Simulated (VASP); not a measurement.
# NaF (I4/mmm) in VASP: further runs, part 2 of 2

VASP 6.6.1. The steps go on from the part before.

**5. Single point, PBEsol (strain +0.000 along x and y, +0.025 along z)**

INCAR

```
SYSTEM = NaF
ALGO = Normal
EDIFF = 1E-6
ENCUT = 520
GGA = PS
ISIF = 2
ISMEAR = 0
LASPH = .TRUE.
LCHARG = .TRUE.
LELF = .TRUE.
LREAL = .FALSE.
LVHAR = .TRUE.
LWAVE = .FALSE.
NBANDS = 14
NELM = 60
PREC = Accurate
SIGMA = 0.05
```

KPOINTS

```
k-points
0
G
  8 8 8
  0 0 0
```

POSCAR

```
NaF
1.0
    0.0000000000      2.3233000000      2.3813825000
    2.3233000000      0.0000000000      2.3813825000
    2.3233000000      2.3233000000      0.0000000000
Na F
1 1
Direct
    0.0000000000      0.0000000000      0.0000000000
    0.5000000000      0.5000000000      0.5000000000
```

Potentials or basis: VASP PAW PBE potentials, release 64 (Na_pv, F).

Started as:

```sh
cat potpaw_PBE.64/Na_pv/POTCAR potpaw_PBE.64/F/POTCAR > POTCAR
mpirun -np 1 vasp_std > vasp.out
```

OUTCAR:

```text
SYSTEM = NaF
   EDIFF = 1E-6
   ENCUT = 520
   GGA = PS
   ISIF = 2
   ISMEAR = 0
   LASPH = .TRUE.
   LREAL = .FALSE.
   NELM = 60
   PREC = Accurate

 ion  position               nearest neighbor table
   1  0.000  0.000  0.000-   2 2.32   2 2.32   2 2.32   2 2.32
   2  0.500  0.500  0.500-   1 2.32   1 2.32   1 2.32   1 2.32

  LATTYP: Found a body centered tetragonal cell.
 ALAT       =     3.2856423695
 C/A-ratio  =     1.4495689014

  Lattice vectors:

 A1 = (  -2.3233000000,   0.0000000000,   2.3813825000)
 A2 = (   2.3233000000,   0.0000000000,   2.3813825000)
 A3 = (   0.0000000000,   2.3233000000,  -2.3813825000)

Analysis of symmetry for initial positions (statically):
=====================================================================
 Subroutine PRICEL returns:
 Original cell was already a primitive cell.

 Routine SETGRP: Setting up the symmetry group for a
 body centered tetragonal supercell.

 Subroutine GETGRP returns: Found 16 space group operations
 (whereof 16 operations were pure point group operations)
 out of a pool of 16 trial point group operations.

The static configuration has the point symmetry D_4h.
[... 167 lines left out ...]
 Fermi energy:        -2.0109995709

 k-point     1 :       0.0000    0.0000    0.0000
  band No.  band energies     occupation
      1     -21.3164      2.00000
      2     -21.1853      2.00000
      3     -21.1766      2.00000
      4     -21.1766      2.00000
      5      -2.3135      2.00000
      6      -2.3135      2.00000
      7      -2.3109      2.00000
      8       3.6808      0.00000
      9      16.1897      0.00000
     10      16.3656      0.00000
     11      16.3656      0.00000
     12      18.9238      0.00000
     13      20.9240      0.00000
     14      21.6197      0.00000
[... 377 lines left out ...]
      1     -21.8333      2.00000
      2     -21.2026      2.00000
      3     -21.1926      2.00000
      4     -20.5500      2.00000
      5      -3.5130      2.00000
      6      -2.5768      2.00000
      7      -2.5429      2.00000
      8       6.8947      0.00000
      9      11.2431      0.00000
     10      16.4093      0.00000
     11      16.8546      0.00000
     12      18.3023      0.00000
     13      21.1266      0.00000
     14      22.9946      0.00000

 [... further k-points ...]
[... 5 lines left out ...]
  --------------------------------------------------------------------------------------
  -------------------------------------------------------------------------------------
  Total       -0.1810566     -0.1810566     -0.4335769      0.0000000      0.0000000     -0.0000000
  in kB      -11.2837983    -11.2837983    -27.0213449      0.0000000      0.0000000     -0.0000000
  external PRESSURE =     -16.5296472 kB  Pullay stress =       0.0000000 kB

 VOLUME and BASIS-vectors are now :
 -----------------------------------------------------------------------------
  energy-cutoff  :      520.00
  volume of cell :       25.71
      direct lattice vectors                 reciprocal lattice vectors
     0.000000000  2.323300000  2.381382500    -0.215211122  0.215211122  0.209962070
     2.323300000  0.000000000  2.381382500     0.215211122 -0.215211122  0.209962070
     2.323300000  2.323300000  0.000000000     0.215211122  0.215211122 -0.209962070

 POSITION                                       TOTAL-FORCE (eV/Angst)
 -----------------------------------------------------------------------------------
      0.00000      0.00000      0.00000        -0.000000      0.000000      0.000000
      2.32330      2.32330      2.38138         0.000000     -0.000000      0.000000
 -----------------------------------------------------------------------------------
    total drift:                                0.000000      0.000000      0.000000

  FREE ENERGIE OF THE ION-ELECTRON SYSTEM (eV)
  ---------------------------------------------------
  free  energy   TOTEN  =        -8.7632276301 eV

  energy  without entropy=       -8.7632276301  energy(sigma->0) =       -8.76322763
```

OSZICAR:

```text
N       E                     dE             d eps       ncg     rms          rms(c)
DAV:   1     0.110226444539E+03    0.11023E+03   -0.77059E+03  1670   0.122E+03
DAV:   2    -0.378446568541E+01   -0.11401E+03   -0.10447E+03  1802   0.337E+02
DAV:   3    -0.949219520350E+01   -0.57077E+01   -0.56963E+01  2114   0.695E+01
DAV:   4    -0.954011386834E+01   -0.47919E-01   -0.47917E-01  1790   0.689E+00
DAV:   5    -0.954059373412E+01   -0.47987E-03   -0.47986E-03  2138   0.686E-01    0.492E+00
DAV:   6    -0.877913982046E+01    0.76145E+00   -0.26646E+00  1982   0.143E+01    0.184E+00
DAV:   7    -0.876383633627E+01    0.15303E-01   -0.29851E-02  1730   0.210E+00    0.103E+00
DAV:   8    -0.876283290902E+01    0.10034E-02   -0.26965E-02  1802   0.360E+00    0.156E-01
DAV:   9    -0.876335795122E+01   -0.52504E-03   -0.44717E-03  2048   0.645E-01    0.123E-01
DAV:  10    -0.876322661428E+01    0.13134E-03   -0.11452E-03  1874   0.364E-01    0.198E-02
DAV:  11    -0.876322714993E+01   -0.53565E-06   -0.55574E-05  1874   0.143E-01    0.683E-03
DAV:  12    -0.876322763007E+01   -0.48014E-06   -0.68829E-06  1928   0.315E-02
   1 F= -.87632276E+01 E0= -.87632276E+01  d E =-.271275E-19
```

Run time: 25 s. Hardware: 1 thread of AMD EPYC 7R43 (Zen 3), shared host; peak memory 0.11 GiB.

Results:

```
Free energy            : -8.7632 eV
Pressure               : -1.7 GPa
Band gap on the k mesh : 5.99 eV, direct
```

Caveat: the cell differs from its parent crystal (strain +0.000 along x and y, +0.025 along z); the PAW data sets were made with another functional, which shifts forces and pressure a little.

**6. Summary**

| cell | gap on the mesh (eV) | pressure (GPa) |
| --- | --- | --- |
| a = 3.329, b = 3.329, c = 3.204 Å, angles 61.2, 61.2, 57.5°, 2 atoms | 6.12 | 0.1 |
| a = 3.245, b = 3.245, c = 3.286 Å, angles 59.6, 59.6, 60.8°, 2 atoms | 6.25 | 0.7 |
| a = 3.287, b = 3.287, c = 3.204 Å, angles 60.8, 60.8, 58.3°, 2 atoms | 6.25 | 1.1 |
| a = 3.327, b = 3.327, c = 3.286 Å, angles 60.4, 60.4, 59.2°, 2 atoms | 5.99 | -1.7 |

Alike in all rows: task single point; level PBEsol; potentials or basis VASP PAW PBE potentials, release 64 (Na_pv, F); no spin polarisation; k mesh 8 × 8 × 8; cutoff (eV) 520; smearing gaussian 0.05 eV.

Caveats: the PAW data sets were made with another functional, which shifts forces and pressure a little.

Total energies depend on the potentials used, so only differences within one code and one set of settings carry meaning.
